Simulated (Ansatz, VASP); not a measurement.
**Two plane-wave programs on AlN**

The input POSCAR:

```
AlN
1.0
   -3.1066653383      0.0000000000      0.0000000000
    0.0000000000      5.3809022080      0.0000000000
    1.5533326691     -2.6904511040     -4.9784048429
Al N
4 4
Direct
    0.9993455695      0.3309761572      0.9986911389
    0.4989615281      0.8339976070      0.9979230563
    0.2496737053      0.9161289315      0.4993474107
    0.7486333923      0.4155114995      0.4972667845
    0.8025729251      0.1364217772      0.6051458502
    0.3141199773      0.6469377918      0.6282399546
    0.0583464512      0.7459203925      0.1166929024
    0.5583464512      0.2041058433      0.1166929024
```

File INCAR.step1:

```
  ALGO = Normal
  EDIFF = 1E-4
  ENCUT = 520
  GGA = PE
  ISMEAR = 0
  LASPH = True
  LCHARG = False
  LREAL = False
  LWAVE = True
  NBANDS = 26
  NELM = 80
  PREC = Accurate
  SIGMA = 0.05
```

INCAR.step2

```
  ALGO = Normal
  EDIFF = 1E-7
  ENCUT = 520
  ISIF = 2
  ISMEAR = 0
  ISTART = 1
  LASPH = True
  LCHARG = False
  LMIXTAU = True
  LREAL = False
  LWAVE = False
  METAGGA = R2SCAN
  NBANDS = 26
  NELM = 80
  PREC = Accurate
  SIGMA = 0.05
```

File KPOINTS:

```
k-points
0
Gamma
  8 8 8
```

Input for Ansatz:

```yaml
crystal:
  lattice:
    - [-3.1066653383, 0.0, 0.0]
    - [0.0, 5.380902208, 0.0]
    - [1.5533326691, -2.690451104, -4.9784048429]
  atoms:
    - { symbol: Al, position: [0.9993455695, 0.3309761572, 0.9986911389] }
    - { symbol: Al, position: [0.4989615281, 0.833997607, 0.9979230563] }
    - { symbol: Al, position: [0.2496737053, 0.9161289315, 0.4993474107] }
    - { symbol: Al, position: [0.7486333923, 0.4155114995, 0.4972667845] }
    - { symbol: "N", position: [0.8025729251, 0.1364217772, 0.6051458502] }
    - { symbol: "N", position: [0.3141199773, 0.6469377918, 0.6282399546] }
    - { symbol: "N", position: [0.0583464512, 0.7459203925, 0.1166929024] }
    - { symbol: "N", position: [0.5583464512, 0.2041058433, 0.1166929024] }
basis:
  ecutwfc: 500
kpoints:
  mp_grid: { grid: [8, 8, 8] }
hamiltonian:
  xc: r2scan
scf:
  occupations: { method: gaussian, width: 0.05 }
output:
  forces: true
  stress: true
  eigenvalues: true
```

Change from the starting cell: mode 23 (741.6 1/cm) frozen in, largest displacement +0.113 Å.

Alike in both runs: task single point; functional r2SCAN; k mesh 8 × 8 × 8; occupations gaussian, width 0.05 eV; no spin polarisation.

|  | VASP | Ansatz |
| --- | --- | --- |
| version | VASP 6.6.1 | Ansatz 0.2.0 |
| potentials or method | VASP PAW PBE potentials, release 64 (Al, N), cutoff 520 eV | scalar-relativistic, plane waves, PAW |
| valence electrons in the cell | 32 | 32 |

VASP gave:

| Item | Value |
| --- | --- |
| gap on the k mesh at the Fermi level (eV) | 4.79 |
| least direct gap on the mesh (eV) | 4.79 |
| pressure (GPa) | 1.1 |
| traceless stress, the component that is largest in VASP (GPa) | -0.91 |
| rms of the force components (eV/Å) | 1.086 |

**Question.** What did Ansatz give for the same quantities?

**Answer.** gap on the k mesh at the Fermi level (eV): 4.75; least direct gap on the mesh (eV): 4.75; pressure (GPa): 1.5; traceless stress, the component that is largest in VASP (GPa): -0.89; rms of the force components (eV/Å): 1.080.

VASP's potentials were made for PBE, not for r2SCAN. Atom by atom the forces differ by 0.008 eV/Å (rms over components).
